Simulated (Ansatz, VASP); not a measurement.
Two plane-wave programs on Ag

POSCAR

```
Ag
1.0
   -1.6774414196      1.6774414196      1.6774414196
    1.6774414196     -1.6774414196      1.6774414196
    1.6774414196      1.6774414196     -1.6774414196
Ag
1
Direct
    0.0000000000      0.0000000000      0.0000000000
```

INCAR.step1

```
SYSTEM = Ag
PREC = Accurate
ENCUT = 520
EDIFF = 1E-5
ISMEAR = -1
SIGMA = 0.05
LREAL = .False.
LASPH = .True.
NELM = 80
ALGO = Normal
ISIF = 2
LWAVE = .True.
NBANDS = 12
GGA = PE
```

File INCAR.step2:

```
SYSTEM = Ag
PREC = Accurate
ENCUT = 520
EDIFF = 1E-6
ISMEAR = -1
SIGMA = 0.05
LREAL = .False.
LASPH = .True.
NELM = 80
ALGO = Normal
ISIF = 2
LWAVE = .False.
LCHARG = .True.
GGA = PE
LHFCALC = .True.
AEXX = 0.25
PRECFOCK = Normal
LELF = .True.
LVHAR = .True.
NBANDS = 12
ISTART = 1
```

The input KPOINTS:

```
regular mesh
0
Gamma
  6 6 6
  0 0 0
```

input.yaml

```yaml
crystal:
  lattice:
    - [-1.6774414196, 1.6774414196, 1.6774414196]
    - [1.6774414196, -1.6774414196, 1.6774414196]
    - [1.6774414196, 1.6774414196, -1.6774414196]
  atoms:
    - { symbol: Ag, position: [0.0, 0.0, 0.0] }
hamiltonian:
  xc: pbe0
  pseudopotentials: { kind: paw }
kpoints:
  mp_grid: { grid: [6, 6, 6] }
scf:
  occupations: { method: fermi_dirac, width: 0.05 }
output:
  forces: true
  stress: true
  eigenvalues: true
```

Alike in both runs: task single point; functional PBE0; k mesh 6 × 6 × 6; occupations fermi-dirac, width 0.05 eV; no spin polarisation.

|  | VASP | Ansatz |
| --- | --- | --- |
| version | VASP 6.6.1 | Ansatz 0.2.0 |
| potentials or method | VASP PAW PBE potentials, release 64 (Ag) | Ansatz PAW |
| plane-wave cutoff (eV) | 520 | 420 |
| valence electrons in the cell | 11 | 19 |

Ansatz gave:

```
gap on the k mesh at the Fermi level (eV) : none
pressure (GPa)                            : -2.9
```

**Question.** What did VASP give for the same quantities?

**Answer.** gap on the k mesh at the Fermi level (eV): none; pressure (GPa): -3.0.

A gap of «none» marks a metal or a gap that the smearing closes. VASP's potentials hold 11 valence electrons a cell and Ansatz's 19, so a difference there can come from the potentials and not from the codes.

The k mesh is coarse, so the values compare programs but aren't converged.
